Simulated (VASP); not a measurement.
Here is a VASP 6.6.1 calculation.

Contents of INCAR:

```
SYSTEM = K3Mg4F12
PREC     = Accurate       ! precision mode
ENCUT    = 520            ! plane-wave cutoff, eV
EDIFF    = 1E-7           ! SCF threshold, eV
ISMEAR   = 0              ! smearing method
SIGMA    = 0.05           ! smearing width, eV
LREAL    = .FALSE.        ! projectors in reciprocal space
LASPH    = .TRUE.         ! aspherical terms in the spheres
NELM     = 120            ! most SCF steps
ALGO     = Normal         ! electronic algorithm
ISIF     = 2              ! what is computed and relaxed
LWAVE    = .FALSE.        ! write WAVECAR
LCHARG   = .FALSE.        ! write CHGCAR
GGA      = PS             ! functional
IBRION   = 2              ! ionic algorithm
NSW      = 70             ! ionic steps
EDIFFG   = -0.02          ! ionic threshold
NELECT   = 120.0        
GGA_COMPAT= .FALSE.      
NELMIN   = 4
```

KPOINTS

```
Automatic mesh
0
G
  4 4 4
  0 0 0
```

POSCAR

```
K3Mg4F12
1.0
   -3.9908822801      3.9908822801      3.9908822801
    3.9908822801     -3.9908822801      3.9908822801
    3.9908822801      3.9908822801     -3.9908822801
K Mg F
3 4 12
Direct
    0.0000000000      0.0000000000      0.5000000000
    0.0000000000      0.5000000000      0.0000000000
    0.5000000000      0.0000000000      0.0000000000
    0.5000000000      0.5000000000      0.0000000000
    0.0000000000      0.0000000000      0.0000000000
    0.0000000000      0.5000000000      0.5000000000
    0.5000000000      0.0000000000      0.5000000000
    0.5000000000      0.7500000000      0.2500000000
    0.0000000000      0.2500000000      0.2500000000
    0.0000000000      0.7500000000      0.7500000000
    0.5000000000      0.2500000000      0.7500000000
    0.7500000000      0.5000000000      0.2500000000
    0.2500000000      0.0000000000      0.2500000000
    0.2500000000      0.5000000000      0.7500000000
    0.7500000000      0.0000000000      0.7500000000
    0.2500000000      0.7500000000      0.5000000000
    0.7500000000      0.2500000000      0.5000000000
    0.7500000000      0.7500000000      0.0000000000
    0.2500000000      0.2500000000      0.0000000000
```

Potentials or basis: VASP PAW PBE potentials, release 64 (K_sv, Mg, F).

Command:

```bash
$ cat potpaw_PBE.64/K_sv/POTCAR potpaw_PBE.64/Mg/POTCAR potpaw_PBE.64/F/POTCAR > POTCAR
$ mpirun -np 1 vasp_std > vasp.out
```

Estimate the energy gained by relaxing.

6.8 meV/atom.

Final structure:
```
CELL_PARAMETERS angstrom
-3.99088 3.99088 3.99088
3.99088 -3.99088 3.99088
3.99088 3.99088 -3.99088
ATOMIC_POSITIONS crystal
K 0.00000 0.00000 0.50000
K 0.00000 0.50000 0.00000
K 0.50000 0.00000 0.00000
Mg 0.50000 0.50000 0.00000
Mg 0.00000 0.00000 0.00000
Mg 0.00000 0.50000 0.50000
Mg 0.50000 0.00000 0.50000
F 0.50000 0.75553 0.24447
F 0.98893 0.24447 0.24447
F 0.01107 0.75553 0.75553
F 0.50000 0.24447 0.75553
F 0.75553 0.50000 0.24447
F 0.24447 0.98893 0.24447
F 0.24447 0.50000 0.75553
F 0.75553 0.01107 0.75553
F 0.24447 0.75553 0.50000
F 0.75553 0.24447 0.50000
F 0.75553 0.75553 0.01107
F 0.24447 0.24447 0.98893
```

Caveat: the cell carries a net charge on a neutralising background, which shifts energy and pressure; the cell differs from its parent crystal (atoms taken out).
